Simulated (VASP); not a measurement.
Write the native input for VASP 6.6.1 that does the following.

```
Task                   : single point
Functional             : PBEsol
Potentials or basis    : VASP PAW PBE potentials, release 64 (B, N)
Cutoff                 : 520 eV
k mesh                 : 11 × 11 × 4
Occupations            : fermi-dirac, width 0.02 eV
Spin                   : no spin polarisation
Dipole correction      : no
Further INCAR settings : ALGO = Normal; EDIFF = 1e-07; NBANDS = 16
```

The structure of BN lies in POSCAR:

```
BN
1.0
    2.5039917043      0.0125199585      0.0125199585
   -1.2411532501      2.1622604475      0.0045826229
    0.0333060000      0.0333060000      6.6612000000
B N
2 2
Direct
    0.3333333333      0.6666666667      0.2500000000
    0.6666666667      0.3333333333      0.7500000000
    0.3333333333      0.6666666667      0.7500000000
    0.6666666667      0.3333333333      0.2500000000
```

This cell differs from its parent crystal: equal xy, yz and zx shear strains of +1 %.

One way to write it, as run:

INCAR

```
  PREC = Accurate
  ENCUT = 520
  EDIFF = 1E-7
  ISMEAR = -1
  SIGMA = 0.02
  LREAL = F
  LASPH = T
  NELM = 60
  ALGO = Normal
  ISIF = 2
  LWAVE = F
  LCHARG = T
  GGA = PS
  LELF = T
  LVHAR = T
  NBANDS = 16
```

KPOINTS

```
Automatic mesh
0
Gamma
  11 11 4
```

Potentials or basis: VASP PAW PBE potentials, release 64 (B, N).

Launch:

```bash
$ cat potpaw_PBE.64/B/POTCAR potpaw_PBE.64/N/POTCAR > POTCAR
$ mpirun -np 1 vasp_std > vasp.out
```

It gave:

The pressure is 0.8 GPa. The largest force is 0.132 eV/Å and the band gap on the k mesh is 4.19 eV (least direct gap 4.59 eV).

Caveat: the cell differs from its parent crystal (equal xy, yz and zx shear strains of +1 %); the PAW data sets were made with another functional, which shifts forces and pressure a little; an odd mesh through Γ misses points on the zone boundary, where band edges can lie.

Run time: 2 min on 1 thread of Intel(R) Xeon(R) Platinum 8259CL CPU @ 2.50GHz (Skylake/Cascade Lake), with other jobs on the host, peak memory 0.23 GiB.
